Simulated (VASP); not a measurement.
A run of VASP 6.6.1 is set up as follows.

Contents of INCAR:

```
ALGO = Normal
EDIFF = 1E-6
ENCUT = 600
GGA = PE
GGA_COMPAT = F
ISIF = 2
ISMEAR = -1
ISPIN = 2
LASPH = T
LCHARG = F
LMAXMIX = 4
LORBIT = 11
LREAL = F
LWAVE = F
MAGMOM = 0.654 0.702 0.702
NBANDS = 26
NELM = 200
PREC = Accurate
SIGMA = 0.05
```

Contents of KPOINTS:

```
k-points
0
Gamma
  12 12 17
```

The input POSCAR:

```
Ni
1.0
    3.9909528692      0.0000000000      0.0000000000
   -1.9954764346      3.4562665700      0.0000000000
    0.0000000000      0.0000000000      2.4185217463
Ni
3
Direct
    0.0000000000      0.0000000000      0.0000000000
    0.3333333333      0.6666666667      0.5000000000
    0.6666666667      0.3333333333      0.5000000000
```

Potentials or basis: VASP PAW PBE potentials, release 64 (Ni).

The run is started by

```sh
$ cat potpaw_PBE.64/Ni/POTCAR > POTCAR
$ mpirun -np 1 vasp_std > vasp.out
```

(1) Predict the pressure.

(2) Predict the site moments.

(3) Estimate the net moment.

Results:

(1) -0.2 GPa.

(2) Ni +0.61, +0.65 (each value once) μB.

(3) 1.87 μB per cell.
